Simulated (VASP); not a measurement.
Wanted: the native input for a VASP 6.6.1 run.

```
Task                   : single point
Functional             : PBEsol
Potentials or basis    : VASP PAW PBE potentials, release 64 (Zn)
Cutoff                 : 520 eV
k mesh                 : 18 × 18 × 8
Occupations            : gaussian, width 0.05 eV
Spin                   : no spin polarisation
Dipole correction      : no
Further INCAR settings : ALGO = Normal; EDIFF = 1e-06; NBANDS = 19
```

The structure of Zn lies in POSCAR:

```
Zn
1.0
    2.5991586832      0.0000000000      0.0000000000
   -1.2995793416      2.2509374481      0.0000000000
    0.0000000000      0.0000000000      4.8609601138
Zn
2
Direct
    0.3333333333      0.6666666667      0.7500000000
    0.6666666667      0.3333333333      0.2500000000
```

The input as run:

INCAR

```
SYSTEM = Zn
  PREC = Accurate
  ENCUT = 520
  EDIFF = 1E-6
  ISMEAR = 0
  SIGMA = 0.05
  LREAL = .False.
  LASPH = .True.
  NELM = 80
  ALGO = Normal
  ISIF = 2
  LWAVE = .False.
  LCHARG = .False.
  GGA = PS
  NBANDS = 19
```

KPOINTS

```
Automatic mesh
0
Gamma
  18 18 8
  0 0 0
```

Potentials or basis: VASP PAW PBE potentials, release 64 (Zn).

Launch:

```console
$ cat potpaw_PBE.64/Zn/POTCAR > POTCAR
$ mpirun -np 1 vasp_std > vasp.out
```

It gave:

| Property | Result |
| --- | --- |
| Pressure | 0.4 GPa |
| Band gap on the k mesh | zero (bands 12 and 13 overlap by 4.76 eV) |

Caveat: the PAW data sets were made with another functional, which shifts forces and pressure a little.

It took 40 s on 1 thread of Intel(R) Xeon(R) Platinum 8488C (Sapphire Rapids), with other jobs on the host, peak memory 0.2 GiB.
